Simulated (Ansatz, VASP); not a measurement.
**Al in VASP and in Ansatz**

```
Al
1.0
     0.00000    2.02210    2.02210
     2.02210    0.00000    2.02210
     2.02210    2.02210    0.00000
Al
1
Cartesian
  0.0000 0.0000 0.0000
```

Alike in both runs: task single point; functional PBE; k mesh 18 × 18 × 18; occupations gaussian, width 0.05 eV; no spin polarisation.

|  | VASP | Ansatz |
| --- | --- | --- |
| version | VASP 6.6.1 | Ansatz 0.2.0 |
| potentials or method | VASP PAW PBE potentials, release 64 (Al), cutoff 520 eV | scalar-relativistic, plane waves, PAW |
| valence electrons in the cell | 3 | 3 |

```csv
,VASP,Ansatz,Ansatz less VASP
gap on the k mesh at the Fermi level (eV),none,none,-
pressure (GPa),-0.2,-0.1,+0.04
```

A gap of «none» marks a metal or a gap that the smearing closes. The functional is the same, so the differences come from potentials, cutoffs and numerics.
